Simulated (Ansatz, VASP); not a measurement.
# One calculation of KBr, two programs

INCAR

```
PREC     = Accurate       # precision mode
ENCUT    = 520            # plane-wave cutoff, eV
EDIFF    = 1E-6           # SCF threshold, eV
ISMEAR   = 0              # smearing method
SIGMA    = 0.05           # smearing width, eV
LREAL    = False          # projectors in reciprocal space
LASPH    = True           # aspherical terms in the spheres
NELM     = 100            # most SCF steps
ALGO     = Normal         # electronic algorithm
ISIF     = 2              # what is computed and relaxed
LWAVE    = False          # write WAVECAR
LCHARG   = False          # write CHGCAR
NBANDS   = 15             # bands
```

KPOINTS

```
regular mesh
0
Gamma
  6 6 6
```

File POSCAR:

```
KBr
1.0
    4.0434990000      0.0909787275      0.0000000000
    0.0909787275      4.0434990000      0.0000000000
    0.0000000000      0.0000000000      4.0434990000
K Br
1 1
Direct
    0.0000000000      0.0000000000      0.0000000000
    0.5000000000      0.5000000000      0.5000000000
```

Input for Ansatz:

```yaml
crystal:
  lattice:
    - [4.043499, 0.0909787275, 0.0]
    - [0.0909787275, 4.043499, 0.0]
    - [0.0, 0.0, 4.043499]
  atoms:
    - { symbol: K, position: [0.0, 0.0, 0.0] }
    - { symbol: Br, position: [0.5, 0.5, 0.5] }
basis:
  ecutwfc: 420
kpoints:
  mp_grid: { grid: [6, 6, 6] }
hamiltonian:
  xc: lda
scf:
  occupations: { method: gaussian, width: 0.05 }
output:
  forces: true
  stress: true
  eigenvalues: true
```

Change from the starting cell: strain +0.0450 x Voigt [0, 0, 0, 0, 0, 1], atoms carried along.

Alike in both runs: task single point; functional LDA; k mesh 6 × 6 × 6; occupations gaussian, width 0.05 eV; no spin polarisation.

```csv
,VASP,Ansatz
version,VASP 6.6.1,Ansatz 0.2.0
potentials or method,"VASP PAW LDA potentials, release 64 (K_sv, Br), cutoff 520 eV","scalar-relativistic, plane waves, PAW"
valence electrons in the cell,16,16
```

|  | VASP | Ansatz | Ansatz less VASP |
| --- | --- | --- | --- |
| gap on the k mesh at the Fermi level (eV) | 3.49 | 3.48 | -0.008 |
| least direct gap on the mesh (eV) | 3.72 | 3.71 | -0.009 |
| pressure (GPa) | -2.6 | -2.6 | +0.01 |
| traceless stress, the component that is largest in VASP (GPa) | -0.06 | -0.05 | +0.007 |

LDA's correlation is that of Perdew and Zunger in VASP and of Perdew and Wang (1992) in Ansatz.
